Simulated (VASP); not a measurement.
# SiO2 (Cristobalite) (P4_12_12) in VASP: single point with PBE

Aim: the single point of SiO2 (Cristobalite) with PBE.

Program: VASP 6.6.1. These are calculated values, not measurements. Logs are shortened: lines on timing, memory, paths and dates and some standing lists are left out, and cuts for length are marked.

## (1) The cell of the first run

The structure is tetragonal, space group P4_12_12 (No. 92). Conventional cell: a = 4.982 Å, b = 4.982 Å, c = 6.963 Å, α = 90.00°, β = 90.00°, γ = 90.00°. Within 2.2 Å of Si (site symmetry 2) lie 4 O at 1.63 Å. Within 2.2 Å of O (site symmetry 1) lie 2 Si at 1.63 Å.

## (2) Single point, PBE

INCAR reads:

```
PREC     = Accurate       # precision mode
ENCUT    = 520            # plane-wave cutoff, eV
EDIFF    = 1E-6           # SCF threshold, eV
ISMEAR   = -1             # smearing method
SIGMA    = 0.02           # smearing width, eV
LREAL    = False          # projectors in reciprocal space
LASPH    = True           # aspherical terms in the spheres
NELM     = 80             # most SCF steps
ALGO     = Normal         # electronic algorithm
ISIF     = 2              # what is computed and relaxed
LWAVE    = False          # write WAVECAR
LCHARG   = False          # write CHGCAR
GGA      = PE             # functional
NBANDS   = 44             # bands
```

KPOINTS reads:

```
regular mesh
0
Gamma
  5 5 4
```

POSCAR reads:

```
SiO2
1.0
    4.9820000000      0.0000000000      0.0000000000
    0.0000000000      4.9820000000      0.0000000000
    0.0000000000      0.0000000000      6.9630000000
Si O
4 8
Direct
    0.3039072731      0.3039072731      0.0000000000
    0.1960927269      0.8039072731      0.2500000000
    0.6960927269      0.6960927269      0.5000000000
    0.8039072731      0.1960927269      0.7500000000
    0.2373153555      0.1139731861      0.1837399653
    0.3860268139      0.7373153555      0.4337399653
    0.7626846445      0.8860268139      0.6837399653
    0.6139731861      0.2626846445      0.9337399653
    0.7373153555      0.3860268139      0.5662600347
    0.8860268139      0.7626846445      0.3162600347
    0.2626846445      0.6139731861      0.0662600347
    0.1139731861      0.2373153555      0.8162600347
```

Potentials or basis: VASP PAW PBE potentials, release 64 (Si, O).

Started as:

```
> cat potpaw_PBE.64/Si/POTCAR potpaw_PBE.64/O/POTCAR > POTCAR
> mpirun -np 1 vasp_std > vasp.out
```

OUTCAR:

```text
PREC = Accurate
   ENCUT = 520
   EDIFF = 1E-6
   ISMEAR = -1
   LREAL = False
   LASPH = True
   NELM = 80
   ISIF = 2
   GGA = PE

 ion  position               nearest neighbor table
   1  0.304  0.304  0.000-   8 1.63  11 1.63   5 1.63  12 1.63   2 3.09   4 3.09   2 3.09   4 3.09

   2  0.196  0.804  0.250-   5 1.63  10 1.63   6 1.63  11 1.63   1 3.09   3 3.09   1 3.09   3 3.09

   3  0.696  0.696  0.500-   6 1.63   9 1.63   7 1.63  10 1.63   2 3.09   4 3.09   4 3.09   2 3.09

   4  0.804  0.196  0.750-   7 1.63  12 1.63   9 1.63   8 1.63   1 3.09   3 3.09   3 3.09   1 3.09

   5  0.237  0.114  0.184-   2 1.63   1 1.63
   6  0.386  0.737  0.434-   3 1.63   2 1.63
   7  0.763  0.886  0.684-   4 1.63   3 1.63
   8  0.614  0.263  0.934-   1 1.63   4 1.63
   9  0.737  0.386  0.566-   3 1.63   4 1.63
  10  0.886  0.763  0.316-   2 1.63   3 1.63
  11  0.263  0.614  0.066-   1 1.63   2 1.63
  12  0.114  0.237  0.816-   4 1.63   1 1.63

  LATTYP: Found a simple tetragonal cell.
 ALAT       =     4.9820000000
 C/A-ratio  =     1.3976314733

  Lattice vectors:

 A1 = (   4.9820000000,   0.0000000000,   0.0000000000)
 A2 = (   0.0000000000,   4.9820000000,   0.0000000000)
 A3 = (   0.0000000000,   0.0000000000,   6.9630000000)

Analysis of symmetry for initial positions (statically):
=====================================================================
 Subroutine PRICEL returns:
 Original cell was already a primitive cell.

 Routine SETGRP: Setting up the symmetry group for a
 simple tetragonal supercell.

 Subroutine GETGRP returns: Found  8 space group operations
 (whereof  2 operations were pure point group operations)
 out of a pool of 16 trial point group operations.

The static configuration has the point symmetry C_2 .
 The point group associated with its full space group is D_4 .

Analysis of symmetry for dynamics (positions and initial velocities):
=====================================================================
 Subroutine PRICEL returns:
 Original cell was already a primitive cell.

 Routine SETGRP: Setting up the symmetry group for a
 simple tetragonal supercell.

 Subroutine GETGRP returns: Found  8 space group operations
 (whereof  2 operations were pure point group operations)
 out of a pool of 16 trial point group operations.

The dynamic configuration has the point symmetry C_2 .
 The point group associated with its full space group is D_4 .

 Subroutine INISYM returns: Found  8 space group operations
 (whereof  2 operations are pure point group operations),
 and found     1 'primitive' translations

----------------------------------------------------------------------------------------

                                     Primitive cell

  volume of cell :     172.8239

  direct lattice vectors                    reciprocal lattice vectors
     4.982000000  0.000000000  0.000000000     0.200722601  0.000000000  0.000000000
     0.000000000  4.982000000  0.000000000     0.000000000  0.200722601  0.000000000
     0.000000000  0.000000000  6.963000000     0.000000000  0.000000000  0.143616257

  length of vectors
     4.982000000  4.982000000  6.963000000     0.200722601  0.200722601  0.143616257

  position of ions in fractional coordinates (direct lattice)
     0.303907273  0.303907273  0.000000000
     0.196092727  0.803907273  0.250000000
     0.696092727  0.696092727  0.500000000
     0.803907273  0.196092727  0.750000000
     0.237315356  0.113973186  0.183739965
     0.386026814  0.737315356  0.433739965
     0.762684644  0.886026814  0.683739965
     0.613973186  0.262684644  0.933739965
     0.737315356  0.386026814  0.566260035
     0.886026814  0.762684644  0.316260035
     0.262684644  0.613973186  0.066260035
     0.113973186  0.237315356  0.816260035

  ion indices of the primitive-cell ions
   primitive index   ion index
                 1           1
                 2           2
                 3           3
                 4           4
                 5           5
                 6           6
                 7           7
                 8           8
                 9           9
                10          10
                11          11
                12          12

----------------------------------------------------------------------------------------

 KPOINTS: regular mesh

Automatic generation of k-mesh.
 Grid dimensions read from file:
 generate k-points for:    5    5    4

 Generating k-lattice:

  Cartesian coordinates                     Fractional coordinates (reciprocal lattice)
     0.040144520  0.000000000  0.000000000     0.200000000  0.000000000  0.000000000
     0.000000000  0.040144520  0.000000000     0.000000000  0.200000000  0.000000000
     0.000000000  0.000000000  0.035904064     0.000000000  0.000000000  0.250000000

  Length of vectors
     0.040144520  0.040144520  0.035904064

  Shift w.r.t. Gamma in fractional coordinates (k-lattice)
     0.000000000  0.000000000  0.000000000

 Subroutine IBZKPT returns following result:
 ===========================================

 Found     18 irreducible k-points:

 Following reciprocal coordinates:
            Coordinates               Weight
  0.000000  0.000000  0.000000      1.000000
  0.200000  0.000000  0.000000      4.000000
  0.400000  0.000000  0.000000      4.000000
  0.200000  0.200000  0.000000      4.000000
  0.400000  0.200000  0.000000      8.000000
  0.400000  0.400000  0.000000      4.000000
[... 10 lines left out ...]
  0.400000  0.200000  0.500000      8.000000
  0.400000  0.400000  0.500000      4.000000
   k-points           NKPTS =     18   k-points in BZ     NKDIM =     18   number of bands    NBANDS=     44
   number of dos      NEDOS =    301   number of ions     NIONS =     12
   total plane-waves  NPLWV =  86400
   dimension x,y,z NGX =    40 NGY =   40 NGZ =   54
   dimension x,y,z NGXF=    80 NGYF=   80 NGZF=  108
   ions per type =               4   8
   NGX,Y,Z   is equivalent  to a cutoff of  13.35, 13.35, 12.89 a.u.
   NGXF,Y,Z  is equivalent  to a cutoff of  26.70, 26.70, 25.79 a.u.
 SYSTEM =  unknown system
   PREC   = accura    normal or accurate (medium, high low for compatibility)
   ISTART =      0    job   : 0-new  1-cont  2-samecut
   ICHARG =      2    charge: 1-file 2-atom 10-const
   ISPIN  =      1    spin polarized calculation?
   LNONCOLLINEAR =      F non collinear calculations
   LSORBIT =      F    spin-orbit coupling
   LASPH  =      T    aspherical Exc in radial PAW
   ENCUT  =  520.0 eV  38.22 Ry    6.18 a.u.   9.26  9.26 12.95*2*pi/ulx,y,z
   NELM   =     80;   NELMIN=  2; NELMDL= -5     # of ELM steps
   EDIFF  = 0.1E-05   stopping-criterion for ELM
   LREAL  =      F    real-space projection
   EDIFFG = 0.1E-04   stopping-criterion for IOM
   NSW    =      0    number of steps for IOM
   IBRION =     -1    ionic relax: 0-MD 1-quasi-New 2-CG
   NFREE  =      0    steps in history (QN), initial steepest desc. (CG)
   ISIF   =      2    stress and relaxation
   ISYM   =      2    0-nonsym 1-usesym 2-fastsym
   POTIM  = 0.5000    time-step for ionic-motion
   TEBEG  =    0.0;   TEEND  =   0.0 temperature during run
   PSTRESS=    0.0 pullay stress
   NELECT =      64.0000    total number of electrons
   NUPDOWN=      -1.0000    fix difference up-down
   EMIN   =  10.00;   EMAX   =-10.00  energy-range for DOS
   EFERMI =   0.00;   METHOD = LEGACY
   ISMEAR =    -1;   SIGMA  =   0.02  broadening in eV -4-tet -1-fermi 0-gaus
   EFERMI_NEDOS =   21; number of points for ismear=-14 and -15
   IALGO  =     38    algorithm
   IMIX   =      4    mixing-type and parameters
     AMIX     =   0.40;   BMIX     =  1.00
     AMIX_MAG =   1.60;   BMIX_MAG =  1.00
  volume/ion in A,a.u.               =      14.40        97.19
  Fermi-wavevector in a.u.,A,eV,Ry     =   1.175620  2.221599 18.804365  1.382082
  Thomas-Fermi vector in A             =   2.311997
   LORBIT       =      0    0 simple, 1 ext, 2 COOP (PROOUT), +10 PAW based schemes
   GGA     = PE    functional components
   LHFCALC =     F    Hartree Fock is set to
   AEXX    =    0.0000 exact exchange contribution
   IVDW    =     0    specifies the selected vdW correction
   LEPSILON=     F    determine dielectric tensor
   LRPA    =     F    only Hartree local field effects (RPA)
 non-spin polarized calculation
  energy-cutoff  :      520.00
  volume of cell :      172.82
 maximum number of plane-waves:      4690
 NGX is ok and might be reduce to    40
   NGX = 19   NGY = 19   NGZ = 25

 number of electron      63.9999999 magnetization

 Free energy of the ion-electron system (eV)
  ---------------------------------------------------
  ext. energy  EPLUGINS =         0.00000000
  ---------------------------------------------------
  free energy    TOTEN  =       -94.90122235 eV

  energy without entropy =      -94.90122235  energy(sigma->0) =      -94.90122235

 E-fermi :   0.5639     XC(G=0):  -8.4369

 val. band max:        0.0864675496   @ k =   0.0000   0.0000   0.0000
 cond. band min:       5.6978347567   @ k =   0.0000   0.0000   0.0000
 fundamental gap:      5.6113672071
 Fermi energy:         0.5639216213

 k-point     1 :       0.0000    0.0000    0.0000
  band No.  band energies     occupation
      1     -19.2614      2.00000
      2     -18.3797      2.00000
      3     -18.3797      2.00000
      4     -17.2576      2.00000
      5     -17.1872      2.00000
      6     -17.1870      2.00000
[... 36 lines left out ...]
     43      11.3429      0.00000
     44      11.7452      0.00000

 k-point     2 :       0.2000    0.0000    0.0000
  band No.  band energies     occupation
      1     -19.1793      2.00000
      2     -18.4597      2.00000
      3     -18.2826      2.00000
      4     -17.3181      2.00000
      5     -17.2621      2.00000
      6     -17.2131      2.00000
[... 744 lines left out ...]
 k-point    18 :       0.4000    0.4000    0.5000
  band No.  band energies     occupation
      1     -18.5497      2.00000
      2     -18.5497      2.00000
      3     -18.1150      2.00000
      4     -18.1150      2.00000
      5     -17.2610      2.00000
      6     -17.2610      2.00000
[... 36 lines left out ...]
     43      10.6753      0.00000
     44      10.6753      0.00000

------------------------ aborting loop because EDIFF is reached ----------------------------------------

  FORCE on cell =-STRESS in cart. coord.  units (eV):
  Direction    XX          YY          ZZ          XY          YZ          ZX
  --------------------------------------------------------------------------------------
  -------------------------------------------------------------------------------------
  Total        1.4538042      1.4538042      0.9192551      0.0000000      0.0000000      0.0000000
  in kB       13.4776026     13.4776026      8.5220246      0.0000000      0.0000000      0.0000000
  external PRESSURE =      11.8257433 kB  Pullay stress =       0.0000000 kB

 VOLUME and BASIS-vectors are now :
 -----------------------------------------------------------------------------
  energy-cutoff  :      520.00
  volume of cell :      172.82
      direct lattice vectors                 reciprocal lattice vectors
     4.982000000  0.000000000  0.000000000     0.200722601  0.000000000  0.000000000
     0.000000000  4.982000000  0.000000000     0.000000000  0.200722601  0.000000000
     0.000000000  0.000000000  6.963000000     0.000000000  0.000000000  0.143616257

 POSITION                                       TOTAL-FORCE (eV/Angst)
 -----------------------------------------------------------------------------------
      1.51407      1.51407      0.00000         0.021523      0.021523      0.000000
      0.97693      4.00507      1.74075        -0.021523      0.021523      0.000000
      3.46793      3.46793      3.48150        -0.021523     -0.021523      0.000000
      4.00507      0.97693      5.22225         0.021523     -0.021523      0.000000
      1.18231      0.56781      1.27938        -0.000010     -0.004527     -0.000467
      1.92319      3.67331      3.02013         0.004527     -0.000010     -0.000467
      3.79969      4.41419      4.76088         0.000010      0.004527     -0.000467
      3.05881      1.30869      6.50163        -0.004527      0.000010     -0.000467
      3.67331      1.92319      3.94287        -0.000010      0.004527      0.000467
      4.41419      3.79969      2.20212         0.004527      0.000010      0.000467
      1.30869      3.05881      0.46137         0.000010     -0.004527      0.000467
      0.56781      1.18231      5.68362        -0.004527     -0.000010      0.000467
 -----------------------------------------------------------------------------------
    total drift:                               -0.000000      0.000000      0.000000

  FREE ENERGIE OF THE ION-ELECTRON SYSTEM (eV)
  ---------------------------------------------------
  free  energy   TOTEN  =       -94.9012223486 eV

  energy  without entropy=      -94.9012223486  energy(sigma->0) =      -94.90122235
```

Run time: 3.3 min. Hardware: 1 thread of Intel Xeon 8259CL, shared host; peak memory 0.31 GiB.

Results:

| Property | Result |
| --- | --- |
| Free energy | -94.9012 eV |
| Pressure | 1.2 GPa |
| Largest force | 0.030 eV/Å |
| Band gap on the k mesh | 5.61 eV, direct |

Forces on the atoms (eV/Å):
```
Si   0.022  0.022  0.000
Si  -0.022  0.022  0.000
Si  -0.022 -0.022  0.000
Si   0.022 -0.022  0.000
O    0.000 -0.005  0.000
O    0.005  0.000  0.000
O    0.000  0.005  0.000
O   -0.005  0.000  0.000
O    0.000  0.005  0.000
O    0.005  0.000  0.000
O    0.000 -0.005  0.000
O   -0.005  0.000  0.000
```

A k mesh can miss the band edges.
